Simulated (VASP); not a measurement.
# Ti (P6_3/mmc) in VASP: single point with LDA

Aim: the single point of Ti with LDA.

All numbers are computed with VASP 6.6.1; they aren't measurements. Logs are shortened: lines on timing, memory, paths and dates and some standing lists are left out, and cuts for length are marked.

### 1 The cell of the first run

It takes space group P6_3/mmc (No. 194, hexagonal). The conventional cell has a = 2.864 Å, b = 2.864 Å, c = 4.535 Å, α = 90.00°, β = 90.00°, γ = 120.00°. Ti (site symmetry -6m2) has 12 Ti at 2.81 to 2.86 Å within 3.7 Å.

### 2 Single point, LDA

File INCAR:

```
SYSTEM = Ti
  PREC = Accurate
  ENCUT = 500
  EDIFF = 1E-6
  ISMEAR = 0
  SIGMA = 0.15
  LREAL = .FALSE.
  LASPH = .TRUE.
  NELM = 120
  ALGO = Normal
  ISIF = 2
  LWAVE = .FALSE.
  LCHARG = .FALSE.
  GGA = CA
  NBANDS = 45
  GGA_COMPAT = .FALSE.
```

File KPOINTS:

```
Automatic mesh
0
G
  17 17 4
  0 0 0
```

File POSCAR:

```
Ti
1.0
   -1.4318407282     -2.4800208895      0.0000000000
    1.4318407282     -2.4800208896      0.0000000000
    0.0000000000      0.0000000000     13.6047082230
Ti
6
Direct
    0.6666666667      0.6666666667      0.0833333333
    0.6666666667      0.6666666667      0.4166666667
    0.6666666667      0.6666666667      0.7500000000
    0.3333333333      0.3333333333      0.2500000000
    0.3333333333      0.3333333333      0.5833333333
    0.3333333333      0.3333333333      0.9166666667
```

Potentials or basis: VASP PAW LDA potentials, release 64 (Ti_sv).

Run with:

```bash
$ cat potpaw_LDA.64/Ti_sv/POTCAR > POTCAR
$ mpirun -np 1 vasp_std > vasp.out
```

OUTCAR:

```text
SYSTEM = Ti
   PREC = Accurate
   ENCUT = 500
   EDIFF = 1E-6
   ISMEAR = 0
   LREAL = .FALSE.
   LASPH = .TRUE.
   NELM = 120
   ISIF = 2
   GGA = CA

 ion  position               nearest neighbor table
   1  0.667  0.667  0.083-   6 2.81   6 2.81   6 2.81   4 2.81   4 2.81   4 2.81
   2  0.667  0.667  0.417-   5 2.81   5 2.81   5 2.81   4 2.81   4 2.81   4 2.81
   3  0.667  0.667  0.750-   5 2.81   6 2.81   5 2.81   6 2.81   5 2.81   6 2.81
   4  0.333  0.333  0.250-   1 2.81   2 2.81   1 2.81   2 2.81   1 2.81   2 2.81
   5  0.333  0.333  0.583-   2 2.81   2 2.81   2 2.81   3 2.81   3 2.81   3 2.81
   6  0.333  0.333  0.917-   1 2.81   1 2.81   1 2.81   3 2.81   3 2.81   3 2.81

  LATTYP: Found a hexagonal cell.
 ALAT       =     2.8636814564
 C/A-ratio  =     4.7507756816

  Lattice vectors:

 A1 = (  -1.4318407282,   2.4800208896,   0.0000000000)
 A2 = (  -1.4318407282,  -2.4800208895,   0.0000000000)
 A3 = (   0.0000000000,   0.0000000000,  13.6047082230)

Analysis of symmetry for initial positions (statically):
=====================================================================
 Subroutine PRICEL returns following result:

  LATTYP: Found a hexagonal cell.
 ALAT       =     2.8636814564
 C/A-ratio  =     1.5835918942

  Lattice vectors:

 A1 = (  -1.4318407282,   2.4800208896,   0.0000000000)
 A2 = (  -1.4318407282,  -2.4800208895,   0.0000000000)
 A3 = (   0.0000000000,   0.0000000000,   4.5349027419)

   3 primitive cells build up your supercell.

 Routine SETGRP: Setting up the symmetry group for a
 hexagonal supercell.

 Subroutine GETGRP returns: Found 24 space group operations
 (whereof 12 operations were pure point group operations)
 out of a pool of 24 trial point group operations.

The static configuration has the point symmetry D_3d.
 The point group associated with its full space group is D_6h.

Analysis of symmetry for dynamics (positions and initial velocities):
=====================================================================
 Subroutine PRICEL returns following result:

  LATTYP: Found a hexagonal cell.
 ALAT       =     2.8636814564
 C/A-ratio  =     1.5835918942

  Lattice vectors:

 A1 = (  -1.4318407282,   2.4800208896,   0.0000000000)
 A2 = (  -1.4318407282,  -2.4800208895,   0.0000000000)
 A3 = (   0.0000000000,   0.0000000000,   4.5349027419)

   3 primitive cells build up your supercell.

 Routine SETGRP: Setting up the symmetry group for a
 hexagonal supercell.

 Subroutine GETGRP returns: Found 24 space group operations
 (whereof 12 operations were pure point group operations)
 out of a pool of 24 trial point group operations.

The dynamic configuration has the point symmetry D_3d.
 The point group associated with its full space group is D_6h.

 Subroutine INISYM returns: Found 24 space group operations
 (whereof 12 operations are pure point group operations),
 and found     3 'primitive' translations

----------------------------------------------------------------------------------------

                                     Primitive cell

  volume of cell :      32.2068

  direct lattice vectors                    reciprocal lattice vectors
    -1.431840728  2.480020890  0.000000000    -0.349200850  0.201611205  0.000000000
    -1.431840728 -2.480020889  0.000000000    -0.349200850 -0.201611205  0.000000000
     0.000000000  0.000000000  4.534902742     0.000000000  0.000000000  0.220511896

  length of vectors
     2.863681456  2.863681456  4.534902742     0.403222410  0.403222410  0.220511896

  position of ions in fractional coordinates (direct lattice)
     0.333333333  0.666666667  0.250000000
     0.666666667  0.333333333  0.750000000

  ion indices of the primitive-cell ions
   primitive index   ion index
                 1           1
                 2           6

----------------------------------------------------------------------------------------

 KPOINTS: Automatic mesh

Automatic generation of k-mesh.
 Grid dimensions read from file:
 generate k-points for:   17   17    4

 Generating k-lattice:

  Cartesian coordinates                     Fractional coordinates (reciprocal lattice)
    -0.020541226 -0.011859483  0.000000000     0.058823529  0.000000000  0.000000000
     0.020541226 -0.011859483  0.000000000     0.000000000  0.058823529  0.000000000
     0.000000000  0.000000000  0.018375991     0.000000000  0.000000000  0.250000000

  Length of vectors
     0.023718965  0.023718965  0.018375991

  Shift w.r.t. Gamma in fractional coordinates (k-lattice)
     0.000000000  0.000000000  0.000000000

 Subroutine IBZKPT returns following result:
 ===========================================

 Found     99 irreducible k-points:

 Following reciprocal coordinates:
            Coordinates               Weight
  0.000000  0.000000  0.000000      1.000000
  0.058824  0.000000  0.000000      6.000000
  0.117647 -0.000000  0.000000      6.000000
  0.176471  0.000000  0.000000      6.000000
  0.235294 -0.000000  0.000000      6.000000
  0.294118 -0.000000  0.000000      6.000000
[... 16 lines left out ...]
 -0.470588  0.117647  0.000000     12.000000
  0.352941  0.176471  0.000000      6.000000
 [... further k-points ...]
   k-points           NKPTS =     99   k-points in BZ     NKDIM =     99   number of bands    NBANDS=     45
   number of dos      NEDOS =    301   number of ions     NIONS =      6
   total plane-waves  NPLWV =  57600
   dimension x,y,z NGX =    24 NGY =   24 NGZ =  100
   dimension x,y,z NGXF=    48 NGYF=   48 NGZF=  200
   ions per type =               6
   NGX,Y,Z   is equivalent  to a cutoff of  13.93, 13.93, 12.22 a.u.
   NGXF,Y,Z  is equivalent  to a cutoff of  27.87, 27.87, 24.44 a.u.
 SYSTEM =  Ti
   PREC   = accura    normal or accurate (medium, high low for compatibility)
   ISTART =      0    job   : 0-new  1-cont  2-samecut
   ICHARG =      2    charge: 1-file 2-atom 10-const
   ISPIN  =      1    spin polarized calculation?
   LNONCOLLINEAR =      F non collinear calculations
   LSORBIT =      F    spin-orbit coupling
   LASPH  =      T    aspherical Exc in radial PAW
   ENCUT  =  500.0 eV  36.75 Ry    6.06 a.u.   5.22  5.22 24.80*2*pi/ulx,y,z
   NELM   =    120;   NELMIN=  2; NELMDL= -5     # of ELM steps
   EDIFF  = 0.1E-05   stopping-criterion for ELM
   LREAL  =      F    real-space projection
   EDIFFG = 0.1E-04   stopping-criterion for IOM
   NSW    =      0    number of steps for IOM
   IBRION =     -1    ionic relax: 0-MD 1-quasi-New 2-CG
   NFREE  =      0    steps in history (QN), initial steepest desc. (CG)
   ISIF   =      2    stress and relaxation
   ISYM   =      2    0-nonsym 1-usesym 2-fastsym
   POTIM  = 0.5000    time-step for ionic-motion
   TEBEG  =    0.0;   TEEND  =   0.0 temperature during run
   PSTRESS=    0.0 pullay stress
   NELECT =      72.0000    total number of electrons
   NUPDOWN=      -1.0000    fix difference up-down
   EMIN   =  10.00;   EMAX   =-10.00  energy-range for DOS
   EFERMI =   0.00;   METHOD = LEGACY
   ISMEAR =     0;   SIGMA  =   0.15  broadening in eV -4-tet -1-fermi 0-gaus
   EFERMI_NEDOS =   21; number of points for ismear=-14 and -15
   IALGO  =     38    algorithm
   IMIX   =      4    mixing-type and parameters
     AMIX     =   0.40;   BMIX     =  1.00
     AMIX_MAG =   1.60;   BMIX_MAG =  1.00
  volume/ion in A,a.u.               =      16.10       108.67
  Fermi-wavevector in a.u.,A,eV,Ry     =   1.484212  2.804754 29.972069  2.202885
  Thomas-Fermi vector in A             =   2.597777
   LORBIT       =      0    0 simple, 1 ext, 2 COOP (PROOUT), +10 PAW based schemes
   GGA     = CA    functional components
   LHFCALC =     F    Hartree Fock is set to
   AEXX    =    0.0000 exact exchange contribution
   IVDW    =     0    specifies the selected vdW correction
   LEPSILON=     F    determine dielectric tensor
   LRPA    =     F    only Hartree local field effects (RPA)
 non-spin polarized calculation
 Gauss-broadening in eV      SIGMA  =   0.15
  energy-cutoff  :      500.00
  volume of cell :       96.62
 maximum number of plane-waves:      2478
 NGX is ok and might be reduce to    24
   NGX = 11   NGY = 11   NGZ = 49

 number of electron      72.0000012 magnetization

 Free energy of the ion-electron system (eV)
  ---------------------------------------------------
  ext. energy  EPLUGINS =         0.00000000
  ---------------------------------------------------
  free energy    TOTEN  =       -51.33359463 eV

  energy without entropy =      -51.26437408  energy(sigma->0) =      -51.29898436

 E-fermi :   8.9121     XC(G=0): -12.1511

 val. band max:        8.9017785053   @ k =   0.1765   0.0588   0.2500
 cond. band min:       8.9143737660   @ k =   0.4706   0.1765   0.2500
 fundamental gap:      0.0125952607
 Fermi energy:         8.9120877871

 k-point     1 :       0.0000    0.0000    0.0000
  band No.  band energies     occupation
      1     -47.1328      2.00000
      2     -47.0845      2.00000
      3     -47.0845      2.00000
      4     -46.9866      2.00000
      5     -46.9865      2.00000
      6     -46.9369      2.00000
[... 37 lines left out ...]
     44       9.8358      0.00000
     45      10.0026      0.00000

 k-point     2 :       0.0588    0.0000    0.0000
  band No.  band energies     occupation
      1     -47.1279      2.00000
      2     -47.0803      2.00000
      3     -47.0803      2.00000
      4     -46.9838      2.00000
      5     -46.9838      2.00000
      6     -46.9349      2.00000
[... 37 lines left out ...]
     44       9.8913      0.00000
     45       9.8944      0.00000

 k-point     3 :       0.1176   -0.0000    0.0000
  band No.  band energies     occupation
      1     -47.1137      2.00000
      2     -47.0682      2.00000
      3     -47.0682      2.00000
      4     -46.9761      2.00000
      5     -46.9761      2.00000
      6     -46.9295      2.00000
[... 997 lines left out ...]
     44      10.4959      0.00000
     45      10.4959      0.00000

 k-point    24 :       0.3529    0.1765    0.0000
  band No.  band energies     occupation
      1     -47.0273      2.00000
      2     -46.9966      2.00000
      3     -46.9966      2.00000
      4     -46.9349      2.00000
      5     -46.9349      2.00000
      6     -46.9038      2.00000
[... 37 lines left out ...]
     44      10.0627      0.00000
     45      10.1309      0.00000

 [... further k-points ...]

------------------------ aborting loop because EDIFF is reached ----------------------------------------

  FORCE on cell =-STRESS in cart. coord.  units (eV):
  Direction    XX          YY          ZZ          XY          YZ          ZX
  --------------------------------------------------------------------------------------
  -------------------------------------------------------------------------------------
  Total       -0.1447171     -0.1447171     -0.1333183      0.0000000      0.0000000     -0.0000000
  in kB       -2.3997228     -2.3997228     -2.2107059      0.0000000      0.0000000     -0.0000000
  external PRESSURE =      -2.3367172 kB  Pullay stress =       0.0000000 kB

 VOLUME and BASIS-vectors are now :
 -----------------------------------------------------------------------------
  energy-cutoff  :      500.00
  volume of cell :       96.62
      direct lattice vectors                 reciprocal lattice vectors
    -1.431840728 -2.480020889  0.000000000    -0.349200850 -0.201611205  0.000000000
     1.431840728 -2.480020890  0.000000000     0.349200850 -0.201611205  0.000000000
     0.000000000  0.000000000 13.604708223     0.000000000  0.000000000  0.073503965

 POSITION                                       TOTAL-FORCE (eV/Angst)
 -----------------------------------------------------------------------------------
      0.00000     -3.30669      1.13373         0.000000      0.000000      0.000000
      0.00000     -3.30669      5.66863         0.000000     -0.000000     -0.000000
      0.00000     -3.30669     10.20353        -0.000000     -0.000000     -0.000000
      0.00000     -1.65335      3.40118         0.000000      0.000000     -0.000000
      0.00000     -1.65335      7.93608        -0.000000     -0.000000      0.000000
      0.00000     -1.65335     12.47098         0.000000     -0.000000     -0.000000
 -----------------------------------------------------------------------------------
    total drift:                                0.000000      0.000000     -0.000000

  FREE ENERGIE OF THE ION-ELECTRON SYSTEM (eV)
  ---------------------------------------------------
  free  energy   TOTEN  =       -51.3335946345 eV

  energy  without entropy=      -51.2643740782  energy(sigma->0) =      -51.29898436
```

Wall time 4.8 min (1 thread of AMD EPYC 9R45 (Zen 5), shared host); peak memory 0.34 GiB.

What came out:

```yaml
Free_energy: -51.3336 eV
Pressure: -0.2 GPa
Band_gap_on_the_k_mesh: zero (bands 36 and 37 overlap by 1.03 eV)
```
